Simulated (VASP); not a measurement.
# TaRu2 (P6/mmm) in VASP: notebook

The runs below take TaRu2 through single point, relaxation of cell and atoms, with PBE.

Everything below comes from runs of VASP 6.6.1. Logs are shortened: lines on timing, memory, paths and dates and some standing lists are left out, and cuts for length are marked.

**1. The cell of the first run**

Symmetry: P6/mmm, No. 191, hexagonal system. Conventional cell: a = 3.579 Å, b = 3.579 Å, c = 4.173 Å, α = 90.00°, β = 90.00°, γ = 120.00°. Ta (site symmetry 6/mmm) has 6 Ru at 2.07 Å within 2.7 Å. Ru (site symmetry -6m2) has 3 Ru at 2.07 Å and 3 Ta at 2.07 Å within 2.7 Å.

**2. Single point, PBE**

INCAR reads:

```
ALGO     = Normal         # electronic algorithm
EDIFF    = 1E-6           # SCF threshold, eV
ENCUT    = 520            # plane-wave cutoff, eV
GGA      = PE             # functional
ISIF     = 2              # what is computed and relaxed
ISMEAR   = 0              # smearing method
LASPH    = True           # aspherical terms in the spheres
LCHARG   = False          # write CHGCAR
LREAL    = False          # projectors in reciprocal space
LWAVE    = False          # write WAVECAR
NBANDS   = 26             # bands
NELM     = 80             # most SCF steps
PREC     = Accurate       # precision mode
SIGMA    = 0.1            # smearing width, eV
```

KPOINTS reads:

```
k-points
0
Gamma
  6 6 4
```

POSCAR reads:

```
TaRu2
1.0
    3.5792631000      0.0000000000      0.0000000000
   -1.7896315500      3.0997327700      0.0000000000
    0.0000000000      0.0000000000      4.1734670200
Ta Ru
1 2
Direct
    0.0000000000      0.0000000000      0.0000000000
    0.3333333300      0.6666666700      0.0000000000
    0.6666666700      0.3333333300      0.0000000000
```

Potentials or basis: VASP PAW PBE potentials, release 64 (Ta_pv, Ru_pv).

Run with:

```console
$ cat potpaw_PBE.64/Ta_pv/POTCAR potpaw_PBE.64/Ru_pv/POTCAR > POTCAR
$ mpirun -np 1 vasp_std > vasp.out
```

OUTCAR:

```text
EDIFF = 1E-6
   ENCUT = 520
   GGA = PE
   ISIF = 2
   ISMEAR = 0
   LASPH = True
   LREAL = False
   NELM = 80
   PREC = Accurate

 ion  position               nearest neighbor table
   1  0.000  0.000  0.000-   2 2.07   3 2.07   2 2.07   3 2.07   3 2.07   2 2.07
   2  0.333  0.667  0.000-   3 2.07   1 2.07   3 2.07   1 2.07   1 2.07   3 2.07
   3  0.667  0.333  0.000-   2 2.07   1 2.07   2 2.07   1 2.07   1 2.07   2 2.07

  LATTYP: Found a hexagonal cell.
 ALAT       =     3.5792631000
 C/A-ratio  =     1.1660129204

  Lattice vectors:

 A1 = (   3.5792631000,   0.0000000000,   0.0000000000)
 A2 = (  -1.7896315500,   3.0997327700,   0.0000000000)
 A3 = (   0.0000000000,   0.0000000000,   4.1734670200)

Analysis of symmetry for initial positions (statically):
=====================================================================
 Subroutine PRICEL returns:
 Original cell was already a primitive cell.

 Routine SETGRP: Setting up the symmetry group for a
 hexagonal supercell.

 Subroutine GETGRP returns: Found 24 space group operations
 (whereof 24 operations were pure point group operations)
 out of a pool of 24 trial point group operations.

The static configuration has the point symmetry D_6h.

Analysis of symmetry for dynamics (positions and initial velocities):
=====================================================================
 Subroutine PRICEL returns:
 Original cell was already a primitive cell.

 Routine SETGRP: Setting up the symmetry group for a
 hexagonal supercell.

 Subroutine GETGRP returns: Found 24 space group operations
 (whereof 24 operations were pure point group operations)
 out of a pool of 24 trial point group operations.

The dynamic configuration has the point symmetry D_6h.

 Subroutine INISYM returns: Found 24 space group operations
 (whereof 24 operations are pure point group operations),
 and found     1 'primitive' translations

----------------------------------------------------------------------------------------

                                     Primitive cell

  volume of cell :      46.3036

  direct lattice vectors                    reciprocal lattice vectors
     3.579263100  0.000000000  0.000000000     0.279387117  0.161304228  0.000000000
    -1.789631550  3.099732770  0.000000000     0.000000000  0.322608455  0.000000000
     0.000000000  0.000000000  4.173467020     0.000000000  0.000000000  0.239608938

  length of vectors
     3.579263100  3.579263099  4.173467020     0.322608455  0.322608455  0.239608938

  position of ions in fractional coordinates (direct lattice)
     0.000000000  0.000000000  0.000000000
     0.333333330  0.666666670  0.000000000
     0.666666670  0.333333330  0.000000000

  ion indices of the primitive-cell ions
   primitive index   ion index
                 1           1
                 2           2
                 3           3

----------------------------------------------------------------------------------------

 KPOINTS: k-points

Automatic generation of k-mesh.
 Grid dimensions read from file:
 generate k-points for:    6    6    4

 Generating k-lattice:

  Cartesian coordinates                     Fractional coordinates (reciprocal lattice)
     0.046564520  0.026884038  0.000000000     0.166666667  0.000000000  0.000000000
     0.000000000  0.053768076  0.000000000     0.000000000  0.166666667  0.000000000
     0.000000000  0.000000000  0.059902234     0.000000000  0.000000000  0.250000000

  Length of vectors
     0.053768076  0.053768076  0.059902234

  Shift w.r.t. Gamma in fractional coordinates (k-lattice)
     0.000000000  0.000000000  0.000000000

 Subroutine IBZKPT returns following result:
 ===========================================

 Found     21 irreducible k-points:

 Following reciprocal coordinates:
            Coordinates               Weight
  0.000000  0.000000  0.000000      1.000000
  0.166667  0.000000  0.000000      6.000000
  0.333333 -0.000000  0.000000      6.000000
  0.500000  0.000000  0.000000      3.000000
  0.166667  0.166667  0.000000      6.000000
  0.333333  0.166667  0.000000     12.000000
[... 13 lines left out ...]
  0.333333  0.166667  0.500000     12.000000
  0.333333  0.333333  0.500000      2.000000
   k-points           NKPTS =     21   k-points in BZ     NKDIM =     21   number of bands    NBANDS=     26
   number of dos      NEDOS =    301   number of ions     NIONS =      3
   total plane-waves  NPLWV =  25088
   dimension x,y,z NGX =    28 NGY =   28 NGZ =   32
   dimension x,y,z NGXF=    56 NGYF=   56 NGZF=   64
   ions per type =               1   2
   NGX,Y,Z   is equivalent  to a cutoff of  13.01, 13.01, 12.75 a.u.
   NGXF,Y,Z  is equivalent  to a cutoff of  26.01, 26.01, 25.49 a.u.
 SYSTEM =  unknown system
   PREC   = accura    normal or accurate (medium, high low for compatibility)
   ISTART =      0    job   : 0-new  1-cont  2-samecut
   ICHARG =      2    charge: 1-file 2-atom 10-const
   ISPIN  =      1    spin polarized calculation?
   LNONCOLLINEAR =      F non collinear calculations
   LSORBIT =      F    spin-orbit coupling
   LASPH  =      T    aspherical Exc in radial PAW
   ENCUT  =  520.0 eV  38.22 Ry    6.18 a.u.   6.66  6.66  7.76*2*pi/ulx,y,z
   NELM   =     80;   NELMIN=  2; NELMDL= -5     # of ELM steps
   EDIFF  = 0.1E-05   stopping-criterion for ELM
   LREAL  =      F    real-space projection
   EDIFFG = 0.1E-04   stopping-criterion for IOM
   NSW    =      0    number of steps for IOM
   IBRION =     -1    ionic relax: 0-MD 1-quasi-New 2-CG
   NFREE  =      0    steps in history (QN), initial steepest desc. (CG)
   ISIF   =      2    stress and relaxation
   ISYM   =      2    0-nonsym 1-usesym 2-fastsym
   POTIM  = 0.5000    time-step for ionic-motion
   TEBEG  =    0.0;   TEEND  =   0.0 temperature during run
   PSTRESS=    0.0 pullay stress
   NELECT =      39.0000    total number of electrons
   NUPDOWN=      -1.0000    fix difference up-down
   EMIN   =  10.00;   EMAX   =-10.00  energy-range for DOS
   EFERMI =   0.00;   METHOD = LEGACY
   ISMEAR =     0;   SIGMA  =   0.10  broadening in eV -4-tet -1-fermi 0-gaus
   EFERMI_NEDOS =   21; number of points for ismear=-14 and -15
   IALGO  =     38    algorithm
   IMIX   =      4    mixing-type and parameters
     AMIX     =   0.40;   BMIX     =  1.00
     AMIX_MAG =   1.60;   BMIX_MAG =  1.00
  volume/ion in A,a.u.               =      15.43       104.16
  Fermi-wavevector in a.u.,A,eV,Ry     =   1.546054  2.921619 32.521787  2.390284
  Thomas-Fermi vector in A             =   2.651345
   LORBIT       =      0    0 simple, 1 ext, 2 COOP (PROOUT), +10 PAW based schemes
   GGA     = PE    functional components
   LHFCALC =     F    Hartree Fock is set to
   AEXX    =    0.0000 exact exchange contribution
   IVDW    =     0    specifies the selected vdW correction
   LEPSILON=     F    determine dielectric tensor
   LRPA    =     F    only Hartree local field effects (RPA)
 non-spin polarized calculation
 Gauss-broadening in eV      SIGMA  =   0.10
  energy-cutoff  :      520.00
  volume of cell :       46.30
 maximum number of plane-waves:      1287
 NGX is ok and might be reduce to    28
   NGX = 13   NGY = 13   NGZ = 15

 number of electron      38.9999999 magnetization

 Free energy of the ion-electron system (eV)
  ---------------------------------------------------
  ext. energy  EPLUGINS =         0.00000000
  ---------------------------------------------------
  free energy    TOTEN  =        -4.64580565 eV

  energy without entropy =       -4.63743990  energy(sigma->0) =       -4.64162278

 E-fermi :   9.8001     XC(G=0): -12.2865

 val. band max:        9.7792019174   @ k =   0.3333  -0.0000   0.5000
 cond. band min:       9.8214432768   @ k =   0.1667   0.1667   0.0000
 fundamental gap:      0.0422413594
 Fermi energy:         9.8001057709

 k-point     1 :       0.0000    0.0000    0.0000
  band No.  band energies     occupation
      1     -37.0988      2.00000
      2     -37.0988      2.00000
      3     -34.7837      2.00000
      4     -34.7837      2.00000
      5     -34.4481      2.00000
      6     -33.2441      2.00000
[... 18 lines left out ...]
     25      15.5936      0.00000
     26      15.5936      0.00000

 k-point     2 :       0.1667    0.0000    0.0000
  band No.  band energies     occupation
      1     -37.4183      2.00000
      2     -37.1302      2.00000
      3     -34.3700      2.00000
      4     -34.3482      2.00000
      5     -34.3304      2.00000
      6     -33.3134      2.00000
[... 18 lines left out ...]
     25      15.3068      0.00000
     26      16.9302      0.00000

 k-point     3 :       0.3333   -0.0000    0.0000
  band No.  band energies     occupation
      1     -37.8758      2.00000
      2     -36.7177      2.00000
      3     -34.1718      2.00000
      4     -34.1547      2.00000
      5     -33.6489      2.00000
      6     -33.4929      2.00000
[... 18 lines left out ...]
     25      15.4911      0.00000
     26      18.9224      0.00000

 k-point     4 :       0.5000    0.0000    0.0000
  band No.  band energies     occupation
      1     -38.0581      2.00000
      2     -36.0981      2.00000
      3     -34.6592      2.00000
      4     -34.0134      2.00000
      5     -33.6413      2.00000
      6     -33.3402      2.00000
[... 18 lines left out ...]
     25      16.2484      0.00000
     26      17.8854      0.00000
[... 409 lines left out ...]
      1     -37.5620      2.00000
      2     -37.1188      2.00000
      3     -34.2338      2.00000
      4     -34.1750      2.00000
      5     -33.7321      2.00000
      6     -33.4410      2.00000
[... 18 lines left out ...]
     25      13.4985      0.00000
     26      14.8042      0.00000

 k-point    20 :       0.3333    0.1667    0.5000
  band No.  band energies     occupation
      1     -37.6988      2.00000
      2     -36.5022      2.00000
      3     -34.8397      2.00000
      4     -34.0223      2.00000
      5     -33.6369      2.00000
      6     -33.2216      2.00000
[... 18 lines left out ...]
     25      14.0577      0.00000
     26      15.9333      0.00000

 k-point    21 :       0.3333    0.3333    0.5000
  band No.  band energies     occupation
      1     -37.3096      2.00000
      2     -36.0004      2.00000
      3     -36.0004      2.00000
      4     -33.8264      2.00000
      5     -33.8264      2.00000
      6     -33.0111      2.00000
[... 18 lines left out ...]
     25      15.2524      0.00000
     26      15.2524      0.00000

------------------------ aborting loop because EDIFF is reached ----------------------------------------

  FORCE on cell =-STRESS in cart. coord.  units (eV):
  Direction    XX          YY          ZZ          XY          YZ          ZX
  --------------------------------------------------------------------------------------
  -------------------------------------------------------------------------------------
  Total      114.7245909    114.7245908      0.0675977      0.0000000      0.0000000      0.0000000
  in kB     3969.6501754   3969.6501717      2.3389863      0.0000000      0.0000000      0.0000000
  external PRESSURE =    2647.2131111 kB  Pullay stress =       0.0000000 kB

 VOLUME and BASIS-vectors are now :
 -----------------------------------------------------------------------------
  energy-cutoff  :      520.00
  volume of cell :       46.30
      direct lattice vectors                 reciprocal lattice vectors
     3.579263100  0.000000000  0.000000000     0.279387117  0.161304228  0.000000000
    -1.789631550  3.099732770  0.000000000     0.000000000  0.322608455  0.000000000
     0.000000000  0.000000000  4.173467020     0.000000000  0.000000000  0.239608938

 POSITION                                       TOTAL-FORCE (eV/Angst)
 -----------------------------------------------------------------------------------
      0.00000      0.00000      0.00000        -0.000000      0.000000      0.000000
     -0.00000      2.06649      0.00000         0.000000     -0.000000      0.000000
      1.78963      1.03324      0.00000        -0.000000      0.000000      0.000000
 -----------------------------------------------------------------------------------
    total drift:                                0.000000      0.000000     -0.000000

  FREE ENERGIE OF THE ION-ELECTRON SYSTEM (eV)
  ---------------------------------------------------
  free  energy   TOTEN  =        -4.6458056541 eV

  energy  without entropy=       -4.6374398967  energy(sigma->0) =       -4.64162278
```

It took 22 s on 1 thread of AMD EPYC 9R45 (Zen 5), shared host; peak memory 0.14 GiB.

Results:

```yaml
Free_energy: -4.6458 eV
Pressure: 264.7 GPa
```

Caveat: the k points lie up to 0.38 Å⁻¹ apart; spin-orbit coupling is left out, which moves the levels of the heavy elements.

**3. Single point, PBE**

This run uses another cell than the first one, of 16.68 Å³/atom, 1.081 times its volume.

INCAR reads:

```
SYSTEM = TaRu2
ALGO = Fast
EDIFF = 1E-6
ENCUT = 520
GGA = PE
ISIF = 2
ISMEAR = 0
LASPH = .True.
LCHARG = .False.
LREAL = .False.
LWAVE = .False.
NBANDS = 26
NELM = 80
PREC = Accurate
SIGMA = 0.1
```

KPOINTS reads:

```
k-points
0
Gamma
  6 6 4
  0 0 0
```

POSCAR reads:

```
TaRu2
1.0
    4.6122586666      0.0000000000      0.0000000000
   -2.3061293333      3.9943331741      0.0000000000
    0.0000000000      0.0000000000      2.7166966340
Ta Ru
1 2
Direct
    0.0000000000      0.0000000000      0.0000000000
    0.3333333333      0.6666666667      0.0000000000
    0.6666666667      0.3333333333      0.0000000000
```

Potentials or basis: VASP PAW PBE potentials, release 64 (Ta_pv, Ru_pv).

Run with:

```console
$ cat potpaw_PBE.64/Ta_pv/POTCAR potpaw_PBE.64/Ru_pv/POTCAR > POTCAR
$ mpirun -np 1 vasp_std > vasp.out
```

It took 34 s on 1 thread of AMD EPYC 9R45 (Zen 5), shared host; peak memory 0.14 GiB.

The run converged. Its results:

```
Free energy : -27.7201 eV
Pressure    : 0.1 GPa
```

Levels at points of the mesh, in eV from the Fermi level:
| k point | band 17 | band 18 | band 19 | band 20 | band 21 | band 22 |
| --- | --- | --- | --- | --- | --- | --- |
| (0.00, 0.00, 0.00) | -2.46 | -0.98 | -0.98 | -0.48 | -0.48 | 0.36 |
| (0.50, 0.00, 0.00) | -2.65 | -0.97 | -0.29 | 0.33 | 0.78 | 0.97 |
| (0.00, 0.00, 0.50) | -1.52 | -1.52 | -0.89 | 0.47 | 0.47 | 1.03 |
| (0.50, 0.00, 0.50) | -1.92 | -1.00 | -0.31 | 0.38 | 1.18 | 3.68 |

Caveat: the k points lie up to 0.58 Å⁻¹ apart; spin-orbit coupling is left out, which moves the levels of the heavy elements.

**4. Single point, PBE**

This run uses another cell than the first one, of 16.62 Å³/atom, 1.077 times its volume.

INCAR reads:

```
SYSTEM = TaRu2
  PREC = Accurate
  ENCUT = 520
  EDIFF = 1E-6
  ISMEAR = 0
  SIGMA = 0.1
  LREAL = .False.
  LASPH = .True.
  NELM = 100
  ALGO = Fast
  ISIF = 2
  LWAVE = .False.
  LCHARG = .False.
  GGA = PE
  NBANDS = 26
```

KPOINTS reads:

```
Automatic mesh
0
Gamma
  6 6 6
  0 0 0
```

POSCAR reads:

```
TaRu2
1.0
    4.6311068293      0.0000000000      0.0000000000
   -2.3155534147      4.0106561618      0.0000000000
    0.0000000000      0.0000000000      2.6839027549
Ta Ru
1 2
Direct
    0.0000000000      0.0000000000      0.0000000000
    0.3333333333      0.6666666667      0.0000000000
    0.6666666667      0.3333333333      0.0000000000
```

Run with:

```console
$ cat potpaw_PBE.64/Ta_pv/POTCAR potpaw_PBE.64/Ru_pv/POTCAR > POTCAR
$ mpirun -np 1 vasp_std > vasp.out
```

It took 34 s on 1 thread of AMD EPYC 9R45 (Zen 5), shared host; peak memory 0.14 GiB.

Results (log left out):

| Quantity | Value |
| --- | --- |
| Free energy | -28.0578 eV |
| Pressure | 0.3 GPa |

Stress tensor (GPa, compression positive):
```
0.39 0.00 0.00
0.00 0.39 0.00
0.00 0.00 0.09
```

Levels at points of the mesh, in eV from the Fermi level:
| k point | band 17 | band 18 | band 19 | band 20 | band 21 | band 22 |
| --- | --- | --- | --- | --- | --- | --- |
| (0.00, 0.00, 0.00) | -2.21 | -0.87 | -0.87 | -0.44 | -0.44 | 0.44 |
| (0.50, 0.00, 0.00) | -2.21 | -0.86 | -0.25 | 0.37 | 0.72 | 0.94 |
| (0.00, 0.00, 0.50) | -1.48 | -1.48 | -0.70 | 0.70 | 0.70 | 1.08 |
| (0.50, 0.00, 0.50) | -1.79 | -1.18 | -0.29 | 0.57 | 1.14 | 3.77 |

Caveat: the k points lie up to 0.39 Å⁻¹ apart; spin-orbit coupling is left out, which moves the levels of the heavy elements.

**5. Relaxation of cell and atoms, PBE**

INCAR reads:

```
SYSTEM = TaRu2
PREC = Accurate
ENCUT = 600
EDIFF = 1E-6
ISMEAR = 0
SIGMA = 0.1
LREAL = .False.
LASPH = .True.
NELM = 100
ALGO = Normal
ISIF = 3
LWAVE = .False.
LCHARG = .False.
GGA = PE
IBRION = 2
NSW = 90
EDIFFG = -0.04
```

KPOINTS reads:

```
Automatic mesh
0
Gamma
  6 6 4
  0 0 0
```

POSCAR reads:

```
TaRu2
1.0
    3.5792631000      0.0000000000      0.0000000000
   -1.7896315500      3.0997327700      0.0000000000
    0.0000000000      0.0000000000      4.1734670200
Ta Ru
1 2
Direct
    0.0000000000      0.0000000000      0.0000000000
    0.3333333300      0.6666666700      0.0000000000
    0.6666666700      0.3333333300      0.0000000000
```

Run with:

```console
$ cat potpaw_PBE.64/Ta_pv/POTCAR potpaw_PBE.64/Ru_pv/POTCAR > POTCAR
$ mpirun -np 1 vasp_std > vasp.out
```

Run time: 8 min. Hardware: 1 thread of AMD EPYC 9R45 (Zen 5), shared host; peak memory 0.16 GiB.

The run converged. Its results:

| Property | Result |
| --- | --- |
| Free energy | -27.6949 eV |
| Relaxed volume | 16.67 Å³/atom |
| Relaxed cell | a = 4.608 Å, b = 4.608 Å, c = 2.719 Å, α = 90.00°, β = 90.00°, γ = 120.00° |
| Space group after relaxing (to 0.05 Å) | P6/mmm (No. 191) |
| Energy gained by relaxing | 7682.9 meV/atom |
| Ionic steps | 20 |
| Pressure after relaxing | 0.1 GPa |

Stress tensor (GPa, compression positive):
```
 0.22  0.00  0.00
 0.00  0.22  0.00
 0.00  0.00 -0.28
```

The path:
```csv
step,energy change (eV),largest force (eV/Å),pressure (GPa),volume (Å³)
1,0.0000,0.0000,264.72,46.30
2,205.4809,0.0000,-179.18,375.17
3,-20.1123,0.0000,-12.12,77.83
4,-20.2666,0.0000,-9.07,75.88
5,-20.3813,0.0000,-0.14,72.24
6,-20.3822,0.0000,-2.94,72.90
7,-20.5618,0.0000,-3.47,69.86
8,-21.4673,0.0000,-4.60,61.67
9,-22.6651,0.0000,24.27,45.11
10,-22.6104,0.0000,-0.83,53.38
11,-22.9022,0.0000,5.70,49.91
12,-22.9450,0.0000,9.20,48.55
13,-22.9377,0.0000,13.26,47.38
14,-22.9502,0.0000,10.76,48.06
15,-22.9793,0.0000,10.45,47.76
16,-22.9793,0.0000,10.42,47.77
17,-23.0105,0.0000,7.58,48.33
18,-23.0485,0.0000,-0.14,50.05
19,-23.0486,0.0000,0.06,50.01
20,-23.0486,0.0000,0.06,50.00
```

Final structure:
```cif
data_structure
_symmetry_space_group_name_H-M 'P 1'
_symmetry_Int_Tables_number 1
_cell_length_a 4.6077
_cell_length_b 4.6077
_cell_length_c 2.7195
_cell_angle_alpha 90.000
_cell_angle_beta 90.000
_cell_angle_gamma 120.000
_cell_volume 50.00
loop_
_atom_site_label
_atom_site_type_symbol
_atom_site_fract_x
_atom_site_fract_y
_atom_site_fract_z
_atom_site_occupancy
Ta1 Ta 0.00000 0.00000 0.00000 1
Ru1 Ru 0.33333 0.66667 0.00000 1
Ru2 Ru 0.66667 0.33333 0.00000 1
```

Levels at points of the mesh, in eV from the Fermi level:
| k point | band 16 | band 17 | band 18 | band 19 | band 20 | band 21 | band 22 | band 23 |
| --- | --- | --- | --- | --- | --- | --- | --- | --- |
| (0.00, 0.00, 0.00) | -2.47 | -2.47 | -0.98 | -0.98 | -0.49 | -0.49 | 0.35 | 0.35 |
| (0.50, 0.00, 0.00) | -2.76 | -2.65 | -1.00 | -0.31 | 0.32 | 0.79 | 0.97 | 1.06 |
| (0.00, 0.00, 0.50) | -1.69 | -1.52 | -1.52 | -0.90 | 0.46 | 0.46 | 1.05 | 1.05 |
| (0.50, 0.00, 0.50) | -2.11 | -1.93 | -0.99 | -0.29 | 0.39 | 1.18 | 3.68 | 3.95 |

Caveat: the k points lie up to 0.58 Å⁻¹ apart in the final cell; spin-orbit coupling is left out, which moves the levels of the heavy elements.

(Continued in part 2 of 2.)
